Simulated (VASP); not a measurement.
# Pd (C2/m) in VASP: electric field gradients with PBEsol+U

Aim: the electric field gradients of Pd with PBEsol+U.

All numbers are computed with VASP 6.6.1; they aren't measurements. Logs are shortened: lines on timing, memory, paths and dates and some standing lists are left out, and cuts for length are marked.

## (1) The cell of the first run

It takes space group C2/m (No. 12, monoclinic). Conventional cell: a = 4.847 Å, b = 2.798 Å, c = 4.533 Å, α = 90.00°, β = 90.00°, γ = 90.00°. Within 2.8 Å of Pd (site symmetry m) lie 9 Pd at 2.12 to 2.80 Å.

## (2) Electric field gradients, PBEsol+U

File INCAR:

```
ALGO = Normal
EDIFF = 1E-8
ENCUT = 520
GGA = PS
ISIF = 2
ISMEAR = -1
LASPH = True
LCHARG = False
LDAU = True
LDAUJ = 0
LDAUL = 2
LDAUPRINT = 1
LDAUTYPE = 2
LDAUU = 4
LEFG = True
LMAXMIX = 4
LREAL = False
LWAVE = False
NBANDS = 17
NELM = 150
PREC = Accurate
SIGMA = 0.05
```

File KPOINTS:

```
k-points
0
Gamma
  12 12 7
```

File POSCAR:

```
Pd
1.0
    2.7983685316      0.0000000000      0.0000000000
   -1.3991842658      2.4234582375      0.0000000000
    0.0000000000      0.0000000000      4.5333570212
Pd
2
Direct
    0.2533333333      0.6266666667      0.1900000000
    0.7466666667      0.3733333333      0.8100000000
```

Potentials or basis: VASP PAW PBE potentials, release 64 (Pd).

Launch:

```bash
cat potpaw_PBE.64/Pd/POTCAR > POTCAR
mpirun -np 1 vasp_std > vasp.out
```

OUTCAR:

```text
EDIFF = 1E-8
   ENCUT = 520
   GGA = PS
   ISIF = 2
   ISMEAR = -1
   LASPH = True
   LREAL = False
   NELM = 150
   PREC = Accurate

 ion  position               nearest neighbor table
   1  0.253  0.627  0.190-   2 2.12   2 2.52   2 2.52   2 3.07   2 3.36   2 3.36
   2  0.747  0.373  0.810-   1 2.12   1 2.52   1 2.52   1 3.07   1 3.36   1 3.36

  LATTYP: Found a hexagonal cell.
 ALAT       =     2.7983685316
 C/A-ratio  =     1.6200000000

  Lattice vectors:

 A1 = (   2.7983685316,   0.0000000000,   0.0000000000)
 A2 = (  -1.3991842658,   2.4234582375,   0.0000000000)
 A3 = (   0.0000000000,   0.0000000000,   4.5333570212)

Analysis of symmetry for initial positions (statically):
=====================================================================
 Subroutine PRICEL returns:
 Original cell was already a primitive cell.

 Routine SETGRP: Setting up the symmetry group for a
 hexagonal supercell.

 Subroutine GETGRP returns: Found  4 space group operations
 (whereof  4 operations were pure point group operations)
 out of a pool of 24 trial point group operations.

The static configuration has the point symmetry C_2h.

Analysis of symmetry for dynamics (positions and initial velocities):
=====================================================================
 Subroutine PRICEL returns:
 Original cell was already a primitive cell.

 Routine SETGRP: Setting up the symmetry group for a
 hexagonal supercell.

 Subroutine GETGRP returns: Found  4 space group operations
 (whereof  4 operations were pure point group operations)
 out of a pool of 24 trial point group operations.

The dynamic configuration has the point symmetry C_2h.

 Subroutine INISYM returns: Found  4 space group operations
 (whereof  4 operations are pure point group operations),
 and found     1 'primitive' translations

----------------------------------------------------------------------------------------

                                     Primitive cell

  volume of cell :      30.7440

  direct lattice vectors                    reciprocal lattice vectors
     2.798368532  0.000000000  0.000000000     0.357351074  0.206316739  0.000000000
    -1.399184266  2.423458237  0.000000000     0.000000000  0.412633477  0.000000000
     0.000000000  0.000000000  4.533357021     0.000000000  0.000000000  0.220587083

  length of vectors
     2.798368532  2.798368532  4.533357021     0.412633477  0.412633477  0.220587083

  position of ions in fractional coordinates (direct lattice)
     0.253333333  0.626666667  0.190000000
     0.746666667  0.373333333  0.810000000

  ion indices of the primitive-cell ions
   primitive index   ion index
                 1           1
                 2           2

----------------------------------------------------------------------------------------

 KPOINTS: k-points

Automatic generation of k-mesh.
 Grid dimensions read from file:
 generate k-points for:   12   12    7

 Generating k-lattice:

  Cartesian coordinates                     Fractional coordinates (reciprocal lattice)
     0.029779256  0.017193062  0.000000000     0.083333333  0.000000000  0.000000000
[... 129 lines left out ...]
  o =  0.9461  v = -0.5153 -0.0229  0.8024 -0.0396 -0.2975  0.0000  0.0000  0.0000  0.0000  0.0000      0.0000  0.0000  0.0000  0.0000  0.0000  0.0000  0.0000  0.0000  0.0000  0.0000
  o =  0.9461  v =  0.0000  0.0000  0.0000  0.0000  0.0000 -0.5153 -0.0229  0.8024 -0.0396 -0.2975      0.0000  0.0000  0.0000  0.0000  0.0000  0.0000  0.0000  0.0000  0.0000  0.0000
  o =  0.9539  v =  0.0000  0.0000  0.0000  0.0000  0.0000  0.2694  0.7295  0.0000 -0.4212 -0.4667      0.0000  0.0000  0.0000  0.0000  0.0000  0.0000  0.0000  0.0000  0.0000  0.0000
  o =  0.9539  v =  0.2694  0.7295  0.0000 -0.4212 -0.4667  0.0000  0.0000  0.0000  0.0000  0.0000      0.0000  0.0000  0.0000  0.0000  0.0000  0.0000  0.0000  0.0000  0.0000  0.0000

atom =   2  type =  1  l = 2

 onsite density matrix

spin component  1

  0.9180 -0.0164 -0.0250 -0.0377 -0.0123
 -0.0164  0.9217 -0.0204 -0.0454 -0.0188
 -0.0250 -0.0204  0.9224 -0.0354 -0.0144
 -0.0377 -0.0454 -0.0354  0.8693 -0.0164
 -0.0123 -0.0188 -0.0144 -0.0164  0.9322

spin component  2

  0.9180 -0.0164 -0.0250 -0.0377 -0.0123
 -0.0164  0.9217 -0.0204 -0.0454 -0.0188
 -0.0250 -0.0204  0.9224 -0.0354 -0.0144
 -0.0377 -0.0454 -0.0354  0.8693 -0.0164
 -0.0123 -0.0188 -0.0144 -0.0164  0.9322

 occupancies and eigenvectors

  o =  0.7991  v = -0.3814 -0.4083 -0.3731 -0.7072 -0.2202  0.0000  0.0000  0.0000  0.0000  0.0000      0.0000  0.0000  0.0000  0.0000  0.0000  0.0000  0.0000  0.0000  0.0000  0.0000
  o =  0.7991  v =  0.0000  0.0000  0.0000  0.0000  0.0000 -0.3814 -0.4083 -0.3731 -0.7072 -0.2202      0.0000  0.0000  0.0000  0.0000  0.0000  0.0000  0.0000  0.0000  0.0000  0.0000
  o =  0.9312  v =  0.0000  0.0000  0.0000  0.0000  0.0000  0.5822 -0.2877  0.4658 -0.4983  0.3362      0.0000  0.0000  0.0000  0.0000  0.0000  0.0000  0.0000  0.0000  0.0000  0.0000
  o =  0.9312  v =  0.5822 -0.2877  0.4658 -0.4983  0.3362  0.0000  0.0000  0.0000  0.0000  0.0000      0.0000  0.0000  0.0000  0.0000  0.0000  0.0000  0.0000  0.0000  0.0000  0.0000
  o =  0.9333  v =  0.4212 -0.4667 -0.0000  0.2694 -0.7295  0.0000  0.0000  0.0000  0.0000  0.0000      0.0000  0.0000  0.0000  0.0000  0.0000  0.0000  0.0000  0.0000  0.0000  0.0000
  o =  0.9333  v =  0.0000  0.0000  0.0000  0.0000  0.0000  0.4212 -0.4667 -0.0000  0.2694 -0.7295      0.0000  0.0000  0.0000  0.0000  0.0000  0.0000  0.0000  0.0000  0.0000  0.0000
  o =  0.9461  v = -0.5153 -0.0229  0.8024 -0.0396 -0.2975  0.0000  0.0000  0.0000  0.0000  0.0000      0.0000  0.0000  0.0000  0.0000  0.0000  0.0000  0.0000  0.0000  0.0000  0.0000
  o =  0.9461  v =  0.0000  0.0000  0.0000  0.0000  0.0000 -0.5153 -0.0229  0.8024 -0.0396 -0.2975      0.0000  0.0000  0.0000  0.0000  0.0000  0.0000  0.0000  0.0000  0.0000  0.0000
  o =  0.9539  v =  0.0000  0.0000  0.0000  0.0000  0.0000  0.2694  0.7295  0.0000 -0.4212 -0.4667      0.0000  0.0000  0.0000  0.0000  0.0000  0.0000  0.0000  0.0000  0.0000  0.0000
  o =  0.9539  v =  0.2694  0.7295  0.0000 -0.4212 -0.4667  0.0000  0.0000  0.0000  0.0000  0.0000      0.0000  0.0000  0.0000  0.0000  0.0000  0.0000  0.0000  0.0000  0.0000  0.0000

 number of electron      20.0000005 magnetization

 Free energy of the ion-electron system (eV)
  ---------------------------------------------------
  ext. energy  EPLUGINS =         0.00000000
  ---------------------------------------------------
  free energy    TOTEN  =        -5.95707619 eV

  energy without entropy =       -5.94434689  energy(sigma->0) =       -5.95071154

 E-fermi :   8.3648     XC(G=0): -12.8489

 val. band max:        8.3615556091   @ k =   0.4167  -0.3333   0.2857
 cond. band min:       8.3673419131   @ k =   0.4167  -0.3333   0.4286
 fundamental gap:      0.0057863039
 Fermi energy:         8.3647959007

 k-point     1 :       0.0000    0.0000    0.0000
  band No.  band energies     occupation
      1       1.6831      2.00000
      2       2.1378      2.00000
      3       3.3953      2.00000
      4       3.8057      2.00000
      5       4.2472      2.00000
      6       4.6668      2.00000
[... 457 lines left out ...]
      4       3.5113      2.00000
      5       5.5628      2.00000
      6       6.1828      2.00000
[... 9 lines left out ...]
     16      23.6440      0.00000
     17      24.4805      0.00000

 [... further k-points ...]

------------------------ aborting loop because EDIFF is reached ----------------------------------------

  FORCE on cell =-STRESS in cart. coord.  units (eV):
  Direction    XX          YY          ZZ          XY          YZ          ZX
  --------------------------------------------------------------------------------------
  -------------------------------------------------------------------------------------
  Total        2.4115194     -0.1185903      6.3745141      2.1911392      2.2179005      3.8415136
  in kB      125.6727063     -6.1801545    332.1982160    114.1879270    115.5825507    200.1947065
  external PRESSURE =     150.5635892 kB  Pullay stress =       0.0000000 kB

 VOLUME and BASIS-vectors are now :
 -----------------------------------------------------------------------------
  energy-cutoff  :      520.00
  volume of cell :       30.74
      direct lattice vectors                 reciprocal lattice vectors
     2.798368532  0.000000000  0.000000000     0.357351074  0.206316739  0.000000000
    -1.399184266  2.423458237  0.000000000     0.000000000  0.412633477  0.000000000
     0.000000000  0.000000000  4.533357021     0.000000000  0.000000000  0.220587083

 POSITION                                       TOTAL-FORCE (eV/Angst)
 -----------------------------------------------------------------------------------
     -0.16790      1.51870      0.86134         2.289588      1.321894      5.800851
      1.56709      0.90476      3.67202        -2.289588     -1.321894     -5.800851
 -----------------------------------------------------------------------------------
    total drift:                                0.000000     -0.000000      0.000000

  FREE ENERGIE OF THE ION-ELECTRON SYSTEM (eV)
  ---------------------------------------------------
  free  energy   TOTEN  =        -5.9570761888 eV

  energy  without entropy=       -5.9443468869  energy(sigma->0) =       -5.95071154

 Electric field gradients (V/A^2)
---------------------------------------------------------------------
 ion       V_xx      V_yy      V_zz      V_xy      V_xz      V_yz
---------------------------------------------------------------------
   1       0.003   -22.037    22.034    19.088    73.007    42.151
   2       0.003   -22.037    22.034    19.088    73.007    42.151
---------------------------------------------------------------------

 Electric field gradients after diagonalization (V/A^2)
 (convention: |V_zz| > |V_xx| > |V_yy|)
----------------------------------------------------------------------
 ion       V_xx      V_yy      V_zz     asymmetry (V_yy - V_xx)/ V_zz
----------------------------------------------------------------------
   1     -67.952   -33.058   101.010       0.345
   2     -67.952   -33.058   101.010       0.345
----------------------------------------------------------------------

           NMR quadrupolar parameters

 Cq : quadrupolar parameter    Cq=e*Q*V_zz/h
 eta: asymmetry parameters     (V_yy - V_xx)/ V_zz
 Q  : nuclear electric quadrupole moment in mb (millibarn)
----------------------------------------------------------------------
 ion       Cq(MHz)       eta       Q (mb)
----------------------------------------------------------------------
   1       0.244       0.345       1.000
   2       0.244       0.345       1.000
----------------------------------------------------------------------
```

It took 2.8 min on 1 thread of Oxide Virtual Turin-like, shared host; peak memory 0.21 GiB.

Results:

```yaml
Free_energy: -5.9571 eV
Pressure: 15.1 GPa
Largest_force: 6.375 eV/Å
Band_gap_on_the_k_mesh: zero (bands 10 and 11 overlap by 1.31 eV)
Largest_electric_field_gradient_by_atom: Pd +101.0 V/Å²
```

Forces on the atoms (eV/Å):
```
Pd   2.290  1.322  5.801
Pd  -2.290 -1.322 -5.801
```

Levels at points of the mesh, in eV from the Fermi level:
| k point | band 6 | band 7 | band 8 | band 9 | band 10 | band 11 | band 12 | band 13 | band 14 | band 15 |
| --- | --- | --- | --- | --- | --- | --- | --- | --- | --- | --- |
| (0.00, 0.00, 0.00) | -3.70 | -2.73 | -2.27 | -1.31 | -1.13 | 0.38 | 2.70 | 5.94 | 17.13 | 19.11 |
| (0.50, 0.00, 0.00) | -2.41 | -2.05 | -1.55 | -0.63 | -0.29 | 3.38 | 3.77 | 9.40 | 9.69 | 13.64 |
| (0.00, 0.50, 0.00) | -2.09 | -1.87 | -1.08 | -0.80 | 0.25 | 2.17 | 5.13 | 8.34 | 11.67 | 12.02 |

Electric field gradients, principal values (V/Å²):
| atom | least | middle | greatest (by size) |
| --- | --- | --- | --- |
| 1 Pd | -33.058 | -67.952 | 101.010 |
| 2 Pd | -33.058 | -67.952 | 101.010 |

Eigenvalues of the final occupation matrices:
```tsv
site	spin	trace	eigenvalues
site 1 d	1	4.56	0.80 0.93 0.93 0.95 0.95
site 1 d	2	4.56	0.80 0.93 0.93 0.95 0.95
site 2 d	1	4.56	0.80 0.93 0.93 0.95 0.95
site 2 d	2	4.56	0.80 0.93 0.93 0.95 0.95
```

Caveat: the stress differs along the axes, from -1 to 33 GPa; without QUAD_EFG the Cq values of the log hold for a quadrupole moment of 1 mb, not for the nuclei; the PAW data sets were made with another functional, which shifts forces and pressure a little; U without spin polarisation on a metal has little footing; the U is typed as a test and isn't derived for this compound.
